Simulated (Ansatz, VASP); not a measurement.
Two plane-wave programs on Sr2Ca

```
CELL_PARAMETERS angstrom
5.55611 0.00000 0.00000
-2.77805 4.81173 0.00000
0.00000 0.00000 3.53197
ATOMIC_POSITIONS crystal
Sr 0.33333 0.66667 0.50000
Sr 0.66667 0.33333 0.50000
Ca 0.00000 0.00000 0.00000
```

Alike in both runs: task relaxation of cell and atoms; functional PBE; k mesh 6 × 6 × 6; occupations gaussian, width 0.1 eV; no spin polarisation.

```csv
,VASP,Ansatz
version,VASP 6.6.1,Ansatz 0.2.0
potentials or method,"VASP PAW PBE potentials, release 64 (Sr_sv, Ca_sv), cutoff 600 eV","scalar-relativistic, plane waves, PAW"
valence electrons in the cell,30,30
```

VASP gave:

* gap on the k mesh at the Fermi level, each at its own relaxed structure (eV): none
* relaxed volume (Å³/atom): 50.52
* relaxed cell length with the largest relative difference (Å): 6.665

Task: Estimate Ansatz's values.

Result: gap on the k mesh at the Fermi level, each at its own relaxed structure (eV): none; relaxed volume (Å³/atom): 50.05; relaxed cell length with the largest relative difference (Å): 6.641.

A gap of «none» marks a metal or a gap that the smearing closes.

Noted on VASP's run: the volume moved by over 15 % at a fixed basis, so the end points are rough.
